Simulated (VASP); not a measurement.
# ZnS in VASP: single point with PBEsol

Aim: the single point of ZnS with PBEsol.

Everything below comes from runs of VASP 6.6.1. Logs are shortened: lines on timing, memory, paths and dates and some standing lists are left out, and cuts for length are marked.

## (1) The cell of the first run

The cell holds a slab with vacuum, 20 atoms: a = 3.788 Å, b = 9.278 Å, c = 24.841 Å, α = 90.00°, β = 90.00°, γ = 90.00°.

## (2) Single point, PBEsol

The input, INCAR:

```
SYSTEM = ZnS
PREC     = Accurate       ! precision mode
ENCUT    = 520            ! plane-wave cutoff, eV
EDIFF    = 1E-6           ! SCF threshold, eV
ISMEAR   = 0              ! smearing method
SIGMA    = 0.05           ! smearing width, eV
LREAL    = Auto         
LASPH    = .True.         ! aspherical terms in the spheres
NELM     = 80             ! most SCF steps
ALGO     = Normal         ! electronic algorithm
ISIF     = 2              ! what is computed and relaxed
LWAVE    = .False.        ! write WAVECAR
LCHARG   = .False.        ! write CHGCAR
LDIPOL   = .True.       
IDIPOL   = 3            
DIPOL    = 0.5 0.5 0.500
GGA      = PS             ! functional
NBANDS   = 106            ! bands
```

The input, KPOINTS:

```
regular mesh
0
Gamma
  7 3 1
  0 0 0
```

The input, POSCAR:

```
ZnS
1.0
    3.7876303072      0.0000000000      0.0000000000
    0.0000000000      9.2777615871      0.0000000000
    0.0000000000      0.0000000000     24.8405521987
Zn S
10 10
Direct
    0.5000000000      0.5948743165      0.3415532062
    0.0000000000      0.3201651285      0.3361749008
    0.5000000000      0.0304969482      0.3833642456
    0.0000000000      0.6714510311      0.4423846115
    0.5000000000      0.3454195011      0.4764494770
    0.0000000000      0.0141180080      0.5185343208
    0.5000000000      0.6688253255      0.5696788515
    0.0000000000      0.3577599583      0.6174492448
    0.5000000000     -0.0127410691      0.6335740121
    0.0000000000      0.6258107665      0.6835284636
    0.5000000000      0.4112937782      0.2912280846
    0.0000000000      0.0772793816      0.3373666152
    0.5000000000      0.7679776434      0.3991579515
    0.0000000000      0.4238647335      0.4289575697
    0.5000000000      0.0937841522      0.4751757813
    0.0000000000      0.7625392754      0.5279527008
    0.5000000000      0.4224999570      0.5649799134
    0.0000000000      0.0982046492      0.6080724692
    0.5000000000      0.7565738748      0.6599703411
    0.0000000000      0.4031359735      0.7044472393
```

Potentials or basis: VASP PAW PBE potentials, release 64 (Zn, S).

On the command line:

```
> cat potpaw_PBE.64/Zn/POTCAR potpaw_PBE.64/S/POTCAR > POTCAR
> mpirun -np 1 vasp_std > vasp.out
```

OUTCAR:

```text
SYSTEM = ZnS
   PREC = Accurate
   ENCUT = 520
   EDIFF = 1E-6
   ISMEAR = 0
   LREAL = Auto
   LASPH = .True.
   NELM = 80
   ISIF = 2
   GGA = PS

 ion  position               nearest neighbor table
   1  0.500  0.595  0.342-  11 2.11  13 2.15
   2  0.000  0.320  0.336-  12 2.25  11 2.36  11 2.36  14 2.50
   3  0.500  0.030  0.383-  12 2.25  12 2.25  15 2.36  13 2.47
   4  0.000  0.671  0.442-  16 2.29  14 2.32  13 2.35  13 2.35
   5  0.500  0.345  0.476-  17 2.31  15 2.33  14 2.35  14 2.35
   6  0.000  0.014  0.519-  15 2.30  15 2.30  16 2.35  18 2.36
   7  0.500  0.669  0.570-  17 2.29  16 2.33  16 2.33  19 2.39
   8  0.000  0.358  0.617-  20 2.20  17 2.38  17 2.38  18 2.42  10 2.98
   9  0.500  0.987  0.634-  19 2.24  18 2.25  18 2.25
  10  0.000  0.626  0.684-  20 2.13  19 2.32  19 2.32   8 2.98
  11  0.500  0.411  0.291-   1 2.11   2 2.36   2 2.36
  12  0.000  0.077  0.337-   2 2.25   3 2.25   3 2.25
  13  0.500  0.768  0.399-   1 2.15   4 2.35   4 2.35   3 2.47
  14  0.000  0.424  0.429-   4 2.32   5 2.35   5 2.35   2 2.50
  15  0.500  0.094  0.475-   6 2.30   6 2.30   5 2.33   3 2.36
  16  0.000  0.763  0.528-   4 2.29   7 2.33   7 2.33   6 2.35
  17  0.500  0.422  0.565-   7 2.29   5 2.31   8 2.38   8 2.38
  18  0.000  0.098  0.608-   9 2.25   9 2.25   6 2.36   8 2.42
  19  0.500  0.757  0.660-   9 2.24  10 2.32  10 2.32   7 2.39
  20  0.000  0.403  0.704-  10 2.13   8 2.20

  LATTYP: Found a simple orthorhombic cell.
 ALAT       =     3.7876303072
 B/A-ratio  =     2.4494897428
 C/A-ratio  =     6.5583360001

  Lattice vectors:

 A1 = (   3.7876303072,   0.0000000000,   0.0000000000)
 A2 = (   0.0000000000,   9.2777615871,   0.0000000000)
 A3 = (   0.0000000000,   0.0000000000,  24.8405521987)

Analysis of symmetry for initial positions (statically):
=====================================================================
 Subroutine PRICEL returns:
 Original cell was already a primitive cell.

 Routine SETGRP: Setting up the symmetry group for a
 simple orthorhombic supercell.

 Subroutine GETGRP returns: Found  2 space group operations
 (whereof  2 operations were pure point group operations)
 out of a pool of  8 trial point group operations.

The static configuration has the point symmetry C_1h.

Analysis of symmetry for dynamics (positions and initial velocities):
=====================================================================
 Subroutine PRICEL returns:
 Original cell was already a primitive cell.

 Routine SETGRP: Setting up the symmetry group for a
 simple orthorhombic supercell.

 Subroutine GETGRP returns: Found  2 space group operations
 (whereof  2 operations were pure point group operations)
 out of a pool of  8 trial point group operations.

The dynamic configuration has the point symmetry C_1h.

 Subroutine INISYM returns: Found  2 space group operations
 (whereof  2 operations are pure point group operations),
 and found     1 'primitive' translations

----------------------------------------------------------------------------------------

                                     Primitive cell

  volume of cell :     872.9152

  direct lattice vectors                    reciprocal lattice vectors
     3.787630307  0.000000000  0.000000000     0.264017319  0.000000000  0.000000000
     0.000000000  9.277761587  0.000000000     0.000000000  0.107784619  0.000000000
     0.000000000  0.000000000 24.840552199     0.000000000  0.000000000  0.040256754

  length of vectors
     3.787630307  9.277761587 24.840552199     0.264017319  0.107784619  0.040256754

  position of ions in fractional coordinates (direct lattice)
     0.500000000  0.594874316  0.341553206
     0.000000000  0.320165129  0.336174901
     0.500000000  0.030496948  0.383364246
     0.000000000  0.671451031  0.442384612
     0.500000000  0.345419501  0.476449477
     0.000000000  0.014118008  0.518534321
[... 12 lines left out ...]
     0.500000000  0.756573875  0.659970341
     0.000000000  0.403135973  0.704447239

  ion indices of the primitive-cell ions
   primitive index   ion index
                 1           1
                 2           2
                 3           3
                 4           4
                 5           5
                 6           6
[... 12 lines left out ...]
                19          19
                20          20

----------------------------------------------------------------------------------------

 KPOINTS: regular mesh

Automatic generation of k-mesh.
 Grid dimensions read from file:
 generate k-points for:    7    3    1

 Generating k-lattice:

  Cartesian coordinates                     Fractional coordinates (reciprocal lattice)
     0.037716760  0.000000000  0.000000000     0.142857143  0.000000000  0.000000000
     0.000000000  0.035928206  0.000000000     0.000000000  0.333333333  0.000000000
     0.000000000  0.000000000  0.040256754     0.000000000  0.000000000  1.000000000

  Length of vectors
     0.037716760  0.035928206  0.040256754

  Shift w.r.t. Gamma in fractional coordinates (k-lattice)
     0.000000000  0.000000000  0.000000000

 Subroutine IBZKPT returns following result:
 ===========================================

 Found      8 irreducible k-points:

 Following reciprocal coordinates:
            Coordinates               Weight
  0.000000  0.000000  0.000000      1.000000
  0.142857  0.000000  0.000000      2.000000
  0.285714  0.000000  0.000000      2.000000
  0.428571  0.000000  0.000000      2.000000
  0.000000  0.333333  0.000000      2.000000
  0.142857  0.333333  0.000000      4.000000
  0.285714  0.333333  0.000000      4.000000
  0.428571  0.333333  0.000000      4.000000
   k-points           NKPTS =      8   k-points in BZ     NKDIM =      8   number of bands    NBANDS=    106
   number of dos      NEDOS =    301   number of ions     NIONS =     20
   total plane-waves  NPLWV = 376320
   dimension x,y,z NGX =    28 NGY =   70 NGZ =  192
   dimension x,y,z NGXF=    56 NGYF=  140 NGZF=  384
   ions per type =              10  10
   NGX,Y,Z   is equivalent  to a cutoff of  12.29, 12.54, 12.85 a.u.
   NGXF,Y,Z  is equivalent  to a cutoff of  24.58, 25.09, 25.70 a.u.
 SYSTEM =  ZnS
   PREC   = accura    normal or accurate (medium, high low for compatibility)
   ISTART =      0    job   : 0-new  1-cont  2-samecut
   ICHARG =      2    charge: 1-file 2-atom 10-const
   ISPIN  =      1    spin polarized calculation?
   LNONCOLLINEAR =      F non collinear calculations
   LSORBIT =      F    spin-orbit coupling
   LASPH  =      T    aspherical Exc in radial PAW
   ENCUT  =  520.0 eV  38.22 Ry    6.18 a.u.   7.04 17.25 46.19*2*pi/ulx,y,z
   NELM   =     80;   NELMIN=  2; NELMDL= -5     # of ELM steps
   EDIFF  = 0.1E-05   stopping-criterion for ELM
   LREAL  =      T    real-space projection
   EDIFFG = 0.1E-04   stopping-criterion for IOM
   NSW    =      0    number of steps for IOM
   IBRION =     -1    ionic relax: 0-MD 1-quasi-New 2-CG
   NFREE  =      0    steps in history (QN), initial steepest desc. (CG)
   ISIF   =      2    stress and relaxation
   ISYM   =      2    0-nonsym 1-usesym 2-fastsym
   POTIM  = 0.5000    time-step for ionic-motion
   TEBEG  =    0.0;   TEEND  =   0.0 temperature during run
   PSTRESS=    0.0 pullay stress
   NELECT =     180.0000    total number of electrons
   NUPDOWN=      -1.0000    fix difference up-down
   EMIN   =  10.00;   EMAX   =-10.00  energy-range for DOS
   EFERMI =   0.00;   METHOD = LEGACY
   ISMEAR =     0;   SIGMA  =   0.05  broadening in eV -4-tet -1-fermi 0-gaus
   EFERMI_NEDOS =   21; number of points for ismear=-14 and -15
   IALGO  =     38    algorithm
   IMIX   =      4    mixing-type and parameters
     AMIX     =   0.40;   BMIX     =  1.00
     AMIX_MAG =   1.60;   BMIX_MAG =  1.00
  volume/ion in A,a.u.               =      43.65       294.54
  Fermi-wavevector in a.u.,A,eV,Ry     =   0.967182  1.827709 12.727455  0.935442
  Thomas-Fermi vector in A             =   2.097046
   LORBIT       =      0    0 simple, 1 ext, 2 COOP (PROOUT), +10 PAW based schemes
   GGA     = PS    functional components
   LHFCALC =     F    Hartree Fock is set to
   AEXX    =    0.0000 exact exchange contribution
   IVDW    =     0    specifies the selected vdW correction
   LEPSILON=     F    determine dielectric tensor
   LRPA    =     F    only Hartree local field effects (RPA)
 non-spin polarized calculation
 Gauss-broadening in eV      SIGMA  =   0.05
  energy-cutoff  :      520.00
  volume of cell :      872.92
 maximum number of plane-waves:     23572
   NGX = 15   NGY = 35   NGZ = 93

 dipolmoment           0.000000      0.000000     -0.000002 electrons x Angstroem

 number of electron     180.0000030 magnetization

 dipolmoment           0.000000      0.000000      0.021224 electrons x Angstroem

 Free energy of the ion-electron system (eV)
  ---------------------------------------------------
  ext. energy  EPLUGINS =         0.00000000
  ---------------------------------------------------
  free energy    TOTEN  =       -71.98790260 eV

  energy without entropy =      -71.98790260  energy(sigma->0) =      -71.98790260

 E-fermi :  -0.5307     XC(G=0):  -4.8976

 val. band max:       -0.8053413500   @ k =   0.0000   0.3333   0.0000
 cond. band min:      -0.3162119078   @ k =   0.0000   0.0000   0.0000
 fundamental gap:      0.4891294421
 Fermi energy:        -0.5307451925

 k-point     1 :       0.0000    0.0000    0.0000
  band No.  band energies     occupation
      1     -15.8977      2.00000
      2     -15.6389      2.00000
      3     -15.2937      2.00000
      4     -15.1492      2.00000
      5     -15.0388      2.00000
      6     -14.9123      2.00000
[... 94 lines left out ...]
    101       1.9840      0.00000
    102       2.2631      0.00000

 k-point     2 :       0.1429    0.0000    0.0000
  band No.  band energies     occupation
      1     -15.7989      2.00000
      2     -15.5596      2.00000
      3     -15.2295      2.00000
      4     -15.0931      2.00000
      5     -14.9796      2.00000
      6     -14.8543      2.00000
[... 724 lines left out ...]
    101       2.1887      0.00000
    102       2.2601      0.00000
 [bands above 102 left out]

------------------------ aborting loop because EDIFF is reached ----------------------------------------

 vacuum level on the upper side and lower side of the slab       (xc-potential included)        -0.054        -0.147

  FORCE on cell =-STRESS in cart. coord.  units (eV):
  Direction    XX          YY          ZZ          XY          YZ          ZX
  --------------------------------------------------------------------------------------
  -------------------------------------------------------------------------------------
  Total        0.5600102      0.7312733      0.3536450      0.0000000     -0.0042016      0.0000000
  in kB        1.0278612      1.3422032      0.6490918      0.0000000     -0.0077118      0.0000000
  external PRESSURE =       1.0063854 kB  Pullay stress =       0.0000000 kB

 VOLUME and BASIS-vectors are now :
 -----------------------------------------------------------------------------
  energy-cutoff  :      520.00
  volume of cell :      872.92
      direct lattice vectors                 reciprocal lattice vectors
     3.787630307  0.000000000  0.000000000     0.264017319  0.000000000  0.000000000
     0.000000000  9.277761587  0.000000000     0.000000000  0.107784619  0.000000000
     0.000000000  0.000000000 24.840552199     0.000000000  0.000000000  0.040256754

 POSITION                                       TOTAL-FORCE (eV/Angst)
 -----------------------------------------------------------------------------------
      1.89382      5.51910      8.48437         0.000000     -0.006807     -0.004547
      0.00000      2.97042      8.35077         0.000000      0.005332      0.011710
      1.89382      0.28294      9.52298         0.000000      0.014065      0.001563
      0.00000      6.22956     10.98908         0.000000     -0.008845     -0.001060
      1.89382      3.20472     11.83527         0.000000      0.007839      0.001679
      0.00000      0.13098     12.88068         0.000000     -0.001402      0.003882
[... 12 lines left out ...]
      1.89382      7.01931     16.39403         0.000000      0.013212      0.007488
      0.00000      3.74020     17.49886         0.000000     -0.007022      0.016259
 -----------------------------------------------------------------------------------
    total drift:                                0.000000      0.000543      0.007861

  FREE ENERGIE OF THE ION-ELECTRON SYSTEM (eV)
  ---------------------------------------------------
  free  energy   TOTEN  =       -71.9879026026 eV

  energy  without entropy=      -71.9879026025  energy(sigma->0) =      -71.98790260

 vacuum level on the upper side and lower side of the slab         3.691         3.597
```

Wall time 39 min (1 thread of Oxide Virtual Turin-like, shared host); peak memory 0.95 GiB.

What came out:

| Item | Value |
| --- | --- |
| Free energy | -71.9879 eV |
| Largest force | 0.034 eV/Å |
| Band gap on the k mesh | 0.49 eV (least direct gap 0.50 eV) |

Forces on the atoms (eV/Å):
```
Zn   0.000 -0.007 -0.005
Zn   0.000  0.005  0.012
Zn   0.000  0.014  0.002
Zn   0.000 -0.009 -0.001
Zn   0.000  0.008  0.002
Zn   0.000 -0.001  0.004
Zn   0.000 -0.003  0.003
Zn   0.000  0.013  0.016
Zn   0.000 -0.001  0.006
Zn   0.000 -0.018  0.009
S    0.000 -0.004 -0.034
S    0.000 -0.019 -0.024
S    0.000  0.019  0.011
S    0.000 -0.006 -0.011
S    0.000 -0.001 -0.002
S    0.000  0.009 -0.003
S    0.000 -0.012 -0.010
S    0.000  0.007  0.002
S    0.000  0.013  0.007
S    0.000 -0.007  0.016
```

Caveat: semilocal functionals underestimate gaps, and a narrow one can read as zero; the PAW data sets were made with another functional, which shifts forces and pressure a little.
